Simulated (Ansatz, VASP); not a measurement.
**Ag: VASP beside Ansatz**

INCAR

```
SYSTEM = Ag
ALGO = Normal
EDIFF = 1E-8
ENCUT = 520
ISIF = 2
ISMEAR = -1
LASPH = .TRUE.
LCHARG = .FALSE.
LEFG = .TRUE.
LREAL = .FALSE.
LWAVE = .FALSE.
NBANDS = 30
NELM = 60
PREC = Accurate
SIGMA = 0.08
```

File KPOINTS:

```
k-points
0
G
  14 14 4
  0 0 0
```

POSCAR

```
Ag
1.0
    2.8668278625      0.0000000000      0.0000000000
   -1.4334139312      2.4827457572      0.0000000000
    0.0000000000      0.0000000000      9.9328838838
Ag
4
Direct
    0.3333333333      0.6666666667      0.2500000000
    0.6666666667      0.3333333333      0.7500000000
    0.0000000000      0.0000000000      0.0000000000
    0.0000000000      0.0000000000      0.5000000000
```

Input for Ansatz:

```yaml
crystal:
  lattice:
    - [2.8668278625, 0.0, 0.0]
    - [-1.4334139312, 2.4827457572, 0.0]
    - [0.0, 0.0, 9.9328838838]
  atoms:
    - { symbol: Ag, position: [0.3333333333, 0.6666666667, 0.25] }
    - { symbol: Ag, position: [0.6666666667, 0.3333333333, 0.75] }
    - { symbol: Ag, position: [0.0, 0.0, 0.0] }
    - { symbol: Ag, position: [0.0, 0.0, 0.5] }
kpoints:
  mp_grid: { grid: [14, 14, 4] }
scf:
  occupations: { method: fermi_dirac, width: 0.08 }
hamiltonian:
  xc: lda
  pseudopotentials: { kind: all_electron, datasets: crystal }
output:
  forces: true
  stress: true
  eigenvalues: true
  efg: { contact_densities: true }
```

Change from the starting cell: volume scaled by 0.98, crystal datasets.

Alike in both runs: task electric field gradients; functional LDA; k mesh 14 × 14 × 4; occupations fermi-dirac, width 0.08 eV; no spin polarisation.

|  | VASP | Ansatz |
| --- | --- | --- |
| version | VASP 6.6.1 | Ansatz 0.2.0 |
| potentials or method | VASP PAW LDA potentials, release 64 (Ag), cutoff 520 eV | all-electron PAW with datasets made for the crystal, scalar-relativistic |

```tsv
	VASP	Ansatz	Ansatz less VASP
pressure (GPa)	-9.6	-9.8	-0.16
traceless stress, the component that is largest in VASP (GPa)	-2.83	-2.79	+0.037
size of Vzz on the site where it differs most (V/Å²)	10.7	4.6	-6.12
```

LDA's correlation is that of Perdew and Zunger in VASP and of Perdew and Wang (1992) in Ansatz. Ansatz ran all-electron here, and VASP with PAW potentials.
